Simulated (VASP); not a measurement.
# Mg: single point with PBE

Mg:

```
Mg
1.0
    -1.83599    1.83599    1.67940
     1.83599   -1.83599    1.67940
     1.83599    1.83599   -1.67940
Mg
1
Cartesian
  0.0000 0.0000 0.0000
```

```yaml
Program: VASP 6.6.1
Task: single point
Functional: PBE
Potentials_or_basis: VASP PAW PBE potentials, release 64 (Mg_sv)
Cutoff: 840 eV
k_mesh: 6 × 6 × 6
Occupations: tetrahedron
Spin: no spin polarisation
```

```yaml
Pressure: -0.6 GPa
Band_gap_on_the_k_mesh: zero (bands 5 and 6 overlap by 4.55 eV)
```

Stress tensor (GPa, compression positive):
```
-0.61  0.00  0.00
 0.00 -0.61  0.00
 0.00  0.00 -0.46
```

Levels at points of the mesh, in eV from the Fermi level:
```
           k point  band 2  band 3  band 4  band 5  band 6  band 7  band 8  band 9
(0.00, 0.00, 0.00)  -43.03  -43.03  -43.03   -7.26   11.70   13.55   13.55   13.87
(0.50, 0.00, 0.00)  -43.07  -43.05  -43.04   -1.61   -0.93    7.93    8.74    9.49
(0.50, 0.50, 0.00)  -43.07  -43.05  -43.03   -2.01   -1.59    9.56   10.27   11.25
(0.50, 0.50, 0.50)  -43.06  -43.06  -43.06    2.96    2.96    3.33    3.88    5.12
```

It took 9.5 s on 1 thread of Intel(R) Xeon(R) Platinum 8559C (Emerald Rapids), with other jobs on the host, peak memory 0.16 GiB.

Caveat: the k points lie up to 0.42 Å⁻¹ apart, too coarse for converged energies and pressures of a metal; tetrahedron occupations give inexact forces and stress in metals.
